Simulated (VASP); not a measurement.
A run of VASP 6.6.1 is set up as follows.

INCAR

```
SYSTEM = C
PREC = Accurate
ENCUT = 600
EDIFF = 1E-6
ISMEAR = 0
SIGMA = 0.1
LREAL = .FALSE.
LASPH = .TRUE.
NELM = 60
ALGO = Normal
ISIF = 3
LWAVE = .FALSE.
LCHARG = .FALSE.
IBRION = 2
NSW = 80
EDIFFG = -0.03
PSTRESS = 100.0
```

KPOINTS

```
Automatic mesh
0
G
  23 23 13
  0 0 0
```

Contents of POSCAR:

```
C
1.0
    2.1200000000      0.0000000000      0.0000000000
   -1.0600000000      1.8359738560      0.0000000000
    0.0000000000      0.0000000000      3.4619600000
C
2
Direct
    0.3333333333      0.6666666667      0.2500000000
    0.6666666667      0.3333333333      0.7500000000
```

Potentials or basis: VASP PAW LDA potentials, release 64 (C).

The run is started by

```bash
$ cat potpaw_LDA.64/C/POTCAR > POTCAR
$ mpirun -np 1 vasp_std > vasp.out
```

Predict the relaxed volume.

6.24 Å³/atom.

What does it give for the space group after relaxing (to 0.05 Å)?

P6_3/mmc (No. 194).

What does it give for the relaxed cell?

a = 1.675 Å, b = 1.675 Å, c = 5.136 Å, α = 90.00°, β = 90.00°, γ = 120.00°.

Final structure:
```xyz
2
Lattice="1.6750 0.0000 0.0000 -0.8375 1.4506 0.0000 0.0000 0.0000 5.1365" Properties=species:S:1:pos:R:3 pbc="T T T"
C     0.0000    0.9671    1.2841
C     0.8375    0.4835    3.8524
```

Caveat: the cell is relaxed towards a set pressure, so the enthalpy falls and the energy may rise.
